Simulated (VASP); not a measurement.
# Al (C222_1) in VASP: notebook, part 2 of 2

VASP 6.6.1. Earlier steps stand in the parts before.

## (4) Single point, PBE+D3(BJ)

INCAR reads:

```
SYSTEM = Al
  ALGO = Fast
  EDIFF = 1E-7
  ENCUT = 520
  GGA = PE
  ISIF = 2
  ISMEAR = 0
  IVDW = 12
  LASPH = .True.
  LCHARG = .True.
  LELF = .True.
  LREAL = .False.
  LVHAR = .True.
  LWAVE = .False.
  NBANDS = 14
  NELM = 80
  PREC = Accurate
  SIGMA = 0.15
```

KPOINTS reads:

```
k-points
0
Gamma
  18 18 4
  0 0 0
```

POSCAR reads:

```
Al
1.0
    2.8895673394      0.0000000000      0.0000000000
   -1.4447836697      2.5024387218      0.0000000000
    0.0000000000      0.0000000000      9.2410470711
Al
4
Direct
   -0.0862699258      0.0000000000      0.0000000000
    0.3333333333      0.6666666667      0.2500000000
    0.0862699258      0.0000000000      0.5000000000
    0.6666666667      0.3333333333      0.7500000000
```

Potentials or basis: VASP PAW PBE potentials, release 64 (Al).

The run is started by

```
$ cat potpaw_PBE.64/Al/POTCAR > POTCAR
$ mpirun -np 1 vasp_std > vasp.out
```

OUTCAR:

```text
SYSTEM = Al
   EDIFF = 1E-7
   ENCUT = 520
   GGA = PE
   ISIF = 2
   ISMEAR = 0
   IVDW = 12
   LASPH = .True.
   LREAL = .False.
   NELM = 80
   PREC = Accurate
 IVDW          = 12

 ion  position               nearest neighbor table
   1  0.914  0.000  0.000-   4 2.73   2 2.73   2 2.86   4 2.86   2 2.98   4 2.98
   2  0.333  0.667  0.250-   3 2.73   1 2.73   1 2.86   3 2.86   1 2.98   3 2.98
   3  0.086  0.000  0.500-   2 2.73   4 2.73   4 2.86   2 2.86   4 2.98   2 2.98
   4  0.667  0.333  0.750-   1 2.73   3 2.73   3 2.86   1 2.86   3 2.98   1 2.98

  LATTYP: Found a hexagonal cell.
 ALAT       =     2.8895673394
 C/A-ratio  =     3.1980729243

  Lattice vectors:

 A1 = (   2.8895673394,   0.0000000000,   0.0000000000)
 A2 = (  -1.4447836697,   2.5024387218,   0.0000000000)
 A3 = (   0.0000000000,   0.0000000000,   9.2410470711)

Analysis of symmetry for initial positions (statically):
=====================================================================
 Subroutine PRICEL returns:
 Original cell was already a primitive cell.

 Routine SETGRP: Setting up the symmetry group for a
 hexagonal supercell.

 Subroutine GETGRP returns: Found  4 space group operations
 (whereof  2 operations were pure point group operations)
 out of a pool of 24 trial point group operations.

The static configuration has the point symmetry C_2 .
 The point group associated with its full space group is D_2 .

Analysis of symmetry for dynamics (positions and initial velocities):
=====================================================================
 Subroutine PRICEL returns:
 Original cell was already a primitive cell.

 Routine SETGRP: Setting up the symmetry group for a
 hexagonal supercell.

 Subroutine GETGRP returns: Found  4 space group operations
 (whereof  2 operations were pure point group operations)
 out of a pool of 24 trial point group operations.

The dynamic configuration has the point symmetry C_2 .
 The point group associated with its full space group is D_2 .

 Subroutine INISYM returns: Found  4 space group operations
 (whereof  2 operations are pure point group operations),
 and found     1 'primitive' translations

----------------------------------------------------------------------------------------

                                     Primitive cell

  volume of cell :      66.8217

  direct lattice vectors                    reciprocal lattice vectors
     2.889567339  0.000000000  0.000000000     0.346072572  0.199805092  0.000000000
    -1.444783670  2.502438722  0.000000000     0.000000000  0.399610185  0.000000000
     0.000000000  0.000000000  9.241047071     0.000000000  0.000000000  0.108212846

  length of vectors
     2.889567339  2.889567339  9.241047071     0.399610185  0.399610185  0.108212846

  position of ions in fractional coordinates (direct lattice)
     0.913730074  0.000000000  0.000000000
     0.333333333  0.666666667  0.250000000
     0.086269926  0.000000000  0.500000000
     0.666666667  0.333333333  0.750000000

  ion indices of the primitive-cell ions
   primitive index   ion index
                 1           1
                 2           2
                 3           3
                 4           4

----------------------------------------------------------------------------------------

[... 56 lines left out ...]
   ions per type =               4
   NGX,Y,Z   is equivalent  to a cutoff of  13.81, 13.81, 12.59 a.u.
   NGXF,Y,Z  is equivalent  to a cutoff of  27.62, 27.62, 25.19 a.u.
 SYSTEM =  Al
   PREC   = accura    normal or accurate (medium, high low for compatibility)
   ISTART =      0    job   : 0-new  1-cont  2-samecut
   ICHARG =      2    charge: 1-file 2-atom 10-const
   ISPIN  =      1    spin polarized calculation?
   LNONCOLLINEAR =      F non collinear calculations
   LSORBIT =      F    spin-orbit coupling
   LASPH  =      T    aspherical Exc in radial PAW
   ENCUT  =  520.0 eV  38.22 Ry    6.18 a.u.   5.37  5.37 17.18*2*pi/ulx,y,z
   NELM   =     80;   NELMIN=  2; NELMDL= -5     # of ELM steps
   EDIFF  = 0.1E-06   stopping-criterion for ELM
   LREAL  =      F    real-space projection
   EDIFFG = 0.1E-05   stopping-criterion for IOM
   NSW    =      0    number of steps for IOM
   IBRION =     -1    ionic relax: 0-MD 1-quasi-New 2-CG
   NFREE  =      0    steps in history (QN), initial steepest desc. (CG)
   ISIF   =      2    stress and relaxation
   ISYM   =      2    0-nonsym 1-usesym 2-fastsym
   POTIM  = 0.5000    time-step for ionic-motion
   TEBEG  =    0.0;   TEEND  =   0.0 temperature during run
   PSTRESS=    0.0 pullay stress
   NELECT =      12.0000    total number of electrons
   NUPDOWN=      -1.0000    fix difference up-down
   EMIN   =  10.00;   EMAX   =-10.00  energy-range for DOS
   EFERMI =   0.00;   METHOD = LEGACY
   ISMEAR =     0;   SIGMA  =   0.15  broadening in eV -4-tet -1-fermi 0-gaus
   EFERMI_NEDOS =   21; number of points for ismear=-14 and -15
   IALGO  =     68    algorithm
   IMIX   =      4    mixing-type and parameters
     AMIX     =   0.40;   BMIX     =  1.00
     AMIX_MAG =   1.60;   BMIX_MAG =  1.00
  volume/ion in A,a.u.               =      16.71       112.73
  Fermi-wavevector in a.u.,A,eV,Ry     =   0.923626  1.745400 11.606923  0.853085
  Thomas-Fermi vector in A             =   2.049283
   LORBIT       =      0    0 simple, 1 ext, 2 COOP (PROOUT), +10 PAW based schemes
   GGA     = PE    functional components
   LHFCALC =     F    Hartree Fock is set to
   AEXX    =    0.0000 exact exchange contribution
   IVDW    =    12    specifies the selected vdW correction
   LEPSILON=     F    determine dielectric tensor
   LRPA    =     F    only Hartree local field effects (RPA)
 non-spin polarized calculation
 RMM-DIIS sequential band-by-band and
 Gauss-broadening in eV      SIGMA  =   0.15
  energy-cutoff  :      520.00
  volume of cell :       66.82
 maximum number of plane-waves:      1834
 NGX is ok and might be reduce to    24

 number of electron      12.0000000 magnetization

 Free energy of the ion-electron system (eV)
  ---------------------------------------------------
  ext. energy  EPLUGINS =         0.00000000
  ---------------------------------------------------
  free energy    TOTEN  =       -14.88762485 eV

  energy without entropy =      -14.86976484  energy(sigma->0) =      -14.87869485

 E-fermi :   7.8529     XC(G=0): -10.1504

 val. band max:        7.8485882662   @ k =   0.3333   0.1667   0.0000
 cond. band min:       7.8602143570   @ k =   0.4444   0.1111   0.2500
 fundamental gap:      0.0116260908
 Fermi energy:         7.8528999401

 k-point     1 :       0.0000    0.0000    0.0000
  band No.  band energies     occupation
      1      -3.1805      2.00000
      2      -1.4587      2.00000
      3      -1.4559      2.00000
      4       3.4324      2.00000
      5       3.7664      2.00000
      6      11.6545      0.00000
      7      11.6652      0.00000
      8      18.1336      0.00000
      9      18.2538      0.00000
     10      18.2861      0.00000
     11      18.3946      0.00000
     12      19.4552      0.00000
     13      19.4982      0.00000
     14      19.5921      0.00000
[... 377 lines left out ...]
      1      -2.6709      2.00000
      2      -0.9551      2.00000
      3      -0.9525      2.00000
      4       3.9033      2.00000
      5       4.2632      2.00000
      6      11.9455      0.00000
      7      12.0426      0.00000
      8      13.7976      0.00000
      9      14.8145      0.00000
     10      15.0658      0.00000
     11      15.1329      0.00000
     12      16.2618      0.00000
     13      16.2983      0.00000
     14      18.5040      0.00000

 [... further k-points ...]

------------------------ aborting loop because EDIFF is reached ----------------------------------------

 Edisp (eV)   -1.32821

 E8    (eV) :    -0.5938

  FORCE on cell =-STRESS in cart. coord.  units (eV):
  Direction    XX          YY          ZZ          XY          YZ          ZX
  --------------------------------------------------------------------------------------
  -------------------------------------------------------------------------------------
  Total      -1.89570    -1.88572    -0.59583     0.00000     0.00000     0.00000
  in kB     -45.45301   -45.21373   -14.28623     0.00000     0.00000     0.00000
  external pressure =      -34.98 kB  Pullay stress =        0.00 kB

 VOLUME and BASIS-vectors are now :
 -----------------------------------------------------------------------------
  energy-cutoff  :      520.00
  volume of cell :       66.82
      direct lattice vectors                 reciprocal lattice vectors
     2.889567339  0.000000000  0.000000000     0.346072572  0.199805092  0.000000000
    -1.444783670  2.502438722  0.000000000     0.000000000  0.399610185  0.000000000
     0.000000000  0.000000000  9.241047071     0.000000000  0.000000000  0.108212846

 POSITION                                       TOTAL-FORCE (eV/Angst)
 -----------------------------------------------------------------------------------
      2.64028      0.00000      0.00000         0.185465      0.000000      0.000000
     -0.00000      1.66829      2.31026         0.000000     -0.076544      0.000000
      0.24928      0.00000      4.62052        -0.185465      0.000000      0.000000
      1.44478      0.83415      6.93079         0.000000      0.076544      0.000000
 -----------------------------------------------------------------------------------
    total drift:                                0.000000      0.000000      0.000000

  FREE ENERGIE OF THE ION-ELECTRON SYSTEM (eV)
  ---------------------------------------------------
  free  energy   TOTEN  =       -16.2158306207 eV

  energy  without entropy=      -16.1979706142  energy(sigma->0) =      -16.20690062
```

OSZICAR:

```text
N       E                     dE             d eps       ncg     rms          rms(c)
DAV:   1     0.572278412090E+01    0.57228E+01   -0.40688E+03  7644   0.651E+02
DAV:   2    -0.143176116795E+02   -0.20040E+02   -0.18446E+02  9966   0.872E+01
DAV:   3    -0.149737549746E+02   -0.65614E+00   -0.64890E+00 10014   0.128E+01
DAV:   4    -0.149782719816E+02   -0.45170E-02   -0.45163E-02  9046   0.134E+00
DAV:   5    -0.149783251608E+02   -0.53179E-04   -0.53178E-04 10046   0.149E-01    0.257E+00
RMM:   6    -0.149255938739E+02    0.52731E-01   -0.57921E-03  7671   0.444E-01    0.151E+00
RMM:   7    -0.148878952567E+02    0.37699E-01   -0.15957E-02  7908   0.712E-01    0.190E-01
RMM:   8    -0.148876239390E+02    0.27132E-03   -0.68356E-04  8316   0.173E-01    0.211E-02
RMM:   9    -0.148876289133E+02   -0.49744E-05   -0.10092E-04  8913   0.690E-02    0.274E-02
RMM:  10    -0.148876306682E+02   -0.17548E-05   -0.15547E-05  9012   0.275E-02    0.215E-02
RMM:  11    -0.148876287864E+02    0.18818E-05   -0.43183E-06  9054   0.130E-02    0.420E-03
RMM:  12    -0.148876251787E+02    0.36077E-05   -0.88768E-07  8798   0.599E-03    0.907E-03
RMM:  13    -0.148876247781E+02    0.40057E-06   -0.25767E-07  7290   0.303E-03    0.253E-03
RMM:  14    -0.148876248500E+02   -0.71847E-07   -0.65859E-08  5211   0.182E-03
   1 F= -.16215831E+02 E0= -.16206901E+02  d E =-.178600E-01
```

stdout:

```text
POSCAR found type information on POSCAR Al
 POSCAR found :  1 types and       4 ions
 scaLAPACK will be used
 LDA part: xc-table for (Slater+PW92), standard interpolation
 POSCAR, INCAR and KPOINTS ok, starting setup
 FFT: planning ... GRIDC
 FFT: planning ... GRID_SOFT
 FFT: planning ... GRID
 WAVECAR not read
 entering main loop
```

Wall time 3.4 min (1 thread of Intel Xeon 6975P-C, shared host); peak memory 0.33 GiB.

Results:

```
Free energy                : -16.2158 eV
Pressure                   : -3.5 GPa
Largest force              : 0.185 eV/Å
Band gap on the k mesh     : zero (band 6 reaches 11.96 eV, above the bottom of band 7 at 6.22 eV)
Dispersion energy per atom : -0.332 eV
```

Forces in eV/Å, atoms in the order of the input:
```
Al   0.185  0.000  0.000
Al   0.000 -0.077  0.000
Al  -0.185  0.000  0.000
Al   0.000  0.077  0.000
```

Levels at points of the mesh, in eV from the Fermi level:
```csv
k point,band 2,band 3,band 4,band 5,band 6,band 7,band 8,band 9,band 10,band 11
"(0.00, 0.00, 0.00)",-9.31,-9.31,-4.42,-4.09,3.80,3.81,10.28,10.40,10.43,10.54
"(0.50, 0.00, 0.00)",-5.20,-3.87,-3.79,-3.38,-3.29,0.96,1.26,1.53,1.73,5.32
"(0.00, 0.50, 0.00)",-5.18,-3.90,-3.80,-3.37,-3.24,0.85,1.35,1.48,1.78,5.35
"(0.00, 0.00, 0.50)",-10.60,-7.19,-7.19,-0.56,-0.56,8.68,8.68,10.57,10.57,10.67
"(0.50, 0.00, 0.50)",-4.89,-4.78,-4.78,-1.87,-1.87,-1.09,-1.09,4.65,4.65,4.90
"(0.00, 0.50, 0.50)",-4.91,-4.77,-4.77,-1.81,-1.81,-1.15,-1.15,4.65,4.65,4.84
```

Caveat: pairwise dispersion overbinds metals, which lowers pressure and volume.

## (5) Single point, PBE+D3(BJ)

This run uses another cell than the first one, of 17.14 Å³/atom, 1.026 times its volume.

INCAR reads:

```
SYSTEM = Al
PREC     = Accurate       ! precision mode
ENCUT    = 520            ! plane-wave cutoff, eV
EDIFF    = 1E-7           ! SCF threshold, eV
ISMEAR   = 0              ! smearing method
SIGMA    = 0.15           ! smearing width, eV
LREAL    = .False.        ! projectors in reciprocal space
LASPH    = .True.         ! aspherical terms in the spheres
NELM     = 60             ! most SCF steps
ALGO     = Fast           ! electronic algorithm
ISIF     = 2              ! what is computed and relaxed
LWAVE    = .False.        ! write WAVECAR
LCHARG   = .False.        ! write CHGCAR
GGA      = PE             ! functional
IVDW     = 12             ! dispersion correction
NBANDS   = 14             ! bands
```

KPOINTS reads:

```
Automatic mesh
0
Gamma
  18 18 4
  0 0 0
```

POSCAR reads:

```
Al
1.0
    2.9269991555      0.0000000000      0.0000000000
   -1.4634995778      2.5348556255      0.0000000000
    0.0000000000      0.0000000000      9.2410470711
Al
4
Direct
   -0.0431349629      0.0000000000      0.0000000000
    0.3333333333      0.6666666667      0.2500000000
    0.0431349629      0.0000000000      0.5000000000
    0.6666666667      0.3333333333      0.7500000000
```

The run is started by

```
$ cat potpaw_PBE.64/Al/POTCAR > POTCAR
$ mpirun -np 1 vasp_std > vasp.out
```

Wall time 3.5 min (1 thread of Intel Xeon 6975P-C, shared host); peak memory 0.34 GiB.

The run converged. Its results:

```
Free energy                : -16.1906 eV
Pressure                   : -5.4 GPa
Largest force              : 0.085 eV/Å
Band gap on the k mesh     : zero (band 6 reaches 11.86 eV, above the bottom of band 7 at 5.99 eV)
Dispersion energy per atom : -0.323 eV
```

Forces on the atoms (eV/Å):
```
Al   0.085  0.000  0.000
Al   0.000 -0.019  0.000
Al  -0.085  0.000  0.000
Al   0.000  0.019  0.000
```

Stress tensor (GPa, compression positive):
```
-6.19  0.00  0.00
 0.00 -6.19  0.00
 0.00  0.00 -3.88
```

Levels at points of the mesh, in eV from the Fermi level:
```csv
k point,band 4,band 5,band 6,band 7,band 8,band 9
"(0.00, 0.00, 0.00)",-4.25,-3.90,3.99,4.01,9.85,9.89
"(0.50, 0.00, 0.00)",-3.73,-3.38,-3.23,0.92,1.36,1.55
"(0.00, 0.50, 0.00)",-3.73,-3.38,-3.22,0.89,1.39,1.53
"(0.00, 0.00, 0.50)",-7.01,-0.38,-0.38,8.89,8.89,10.15
"(0.50, 0.00, 0.50)",-4.72,-1.79,-1.79,-1.11,-1.11,4.75
"(0.00, 0.50, 0.50)",-4.71,-1.78,-1.78,-1.13,-1.13,4.75
```

Caveat: pairwise dispersion overbinds metals, which lowers pressure and volume.

## (6) Single point, PBE+D3(BJ)

This run uses another cell than the first one, of 17.14 Å³/atom, 1.026 times its volume.

INCAR reads:

```
SYSTEM = Al
  PREC = Accurate
  ENCUT = 520
  EDIFF = 1E-7
  ISMEAR = 0
  SIGMA = 0.15
  LREAL = .FALSE.
  LASPH = .TRUE.
  NELM = 60
  ALGO = Fast
  ISIF = 2
  LWAVE = .FALSE.
  LCHARG = .FALSE.
  GGA = PE
  IVDW = 12
  NBANDS = 14
```

KPOINTS reads:

```
Automatic mesh
0
G
  18 18 4
  0 0 0
```

POSCAR reads:

```
Al
1.0
    2.9269991555      0.0000000000      0.0000000000
   -1.4634995778      2.5348556255      0.0000000000
    0.0000000000      0.0000000000      9.2410470711
Al
4
Direct
   -0.2156748145      0.0000000000      0.0000000000
    0.3333333333      0.6666666667      0.2500000000
    0.2156748145      0.0000000000      0.5000000000
    0.6666666667      0.3333333333      0.7500000000
```

Potentials or basis: VASP PAW PBE potentials, release 64 (Al).

The run is started by

```
$ cat potpaw_PBE.64/Al/POTCAR > POTCAR
$ mpirun -np 1 vasp_std > vasp.out
```

Wall time 3.4 min (1 thread of Intel Xeon 6975P-C, shared host); peak memory 0.34 GiB.

It converged, with:

```yaml
Free_energy: -15.9100 eV
Pressure: -2.7 GPa
Largest_force: 0.473 eV/Å
Band_gap_on_the_k_mesh: zero (band 6 reaches 11.68 eV, above the bottom of band 7 at 5.83 eV)
Dispersion_energy_per_atom: -0.324 eV
```

Forces in eV/Å, atoms in the order of the input:
```
Al   0.473  0.000  0.000
Al   0.000 -0.423  0.000
Al  -0.473  0.000  0.000
Al   0.000  0.423  0.000
```

Stress tensor (GPa, compression positive):
```
-5.43  0.00  0.00
 0.00 -5.37  0.00
 0.00  0.00  2.75
```

Levels at points of the mesh, in eV from the Fermi level:
| k point | band 2 | band 3 | band 4 | band 5 | band 6 | band 7 | band 8 | band 9 | band 10 | band 11 |
| --- | --- | --- | --- | --- | --- | --- | --- | --- | --- | --- |
| (0.00, 0.00, 0.00) | -9.12 | -9.12 | -4.27 | -3.87 | 3.91 | 3.92 | 9.81 | 10.08 | 10.27 | 10.67 |
| (0.50, 0.00, 0.00) | -5.16 | -3.71 | -3.63 | -3.50 | -3.38 | 0.91 | 1.38 | 1.59 | 1.81 | 5.17 |
| (0.00, 0.50, 0.00) | -5.12 | -3.84 | -3.71 | -3.38 | -3.20 | 0.77 | 1.39 | 1.56 | 1.87 | 5.32 |
| (0.00, 0.00, 0.50) | -10.41 | -7.00 | -7.00 | -0.40 | -0.40 | 8.51 | 8.51 | 10.22 | 10.22 | 10.45 |
| (0.50, 0.00, 0.50) | -4.89 | -4.69 | -4.69 | -1.97 | -1.97 | -0.94 | -0.94 | 4.48 | 4.48 | 4.97 |
| (0.00, 0.50, 0.50) | -4.89 | -4.69 | -4.69 | -1.80 | -1.80 | -1.09 | -1.09 | 4.43 | 4.43 | 4.84 |

Caveat: pairwise dispersion overbinds metals, which lowers pressure and volume.

## (7) Summary

| cell | further INCAR settings | gap on the mesh (eV) | pressure (GPa) | largest force (eV/Å) |
| --- | --- | --- | --- | --- |
| a = 2.890, b = 2.890, c = 9.241 Å, angles 90.0, 90.0, 120.0°, 4 atoms | ALGO = Fast; EDIFF = 1e-06; NBANDS = 14 | none | -2.1 | 0.40 |
| a = 2.890, b = 2.890, c = 9.241 Å, angles 90.0, 90.0, 120.0°, 4 atoms | ALGO = Fast; EDIFF = 1e-07; NBANDS = 14 | none | -3.5 | 0.19 |
| a = 2.927, b = 2.927, c = 9.241 Å, angles 90.0, 90.0, 120.0°, 4 atoms | ALGO = Fast; EDIFF = 1e-07; NBANDS = 14 | none | -2.7 | 0.47 |

Some of these runs hold the atoms at other places in the same cell, which the table doesn't show; runs alike in all that it shows share one row.

Alike in all rows: task single point; level PBE+D3(BJ); potentials or basis VASP PAW PBE potentials, release 64 (Al); no spin polarisation; k mesh 18 × 18 × 4; cutoff (eV) 520; smearing gaussian 0.15 eV.

Caveats: pairwise dispersion overbinds metals, which lowers pressure and volume.

Total energies depend on the potentials used, so only differences within one code and one set of settings carry meaning.
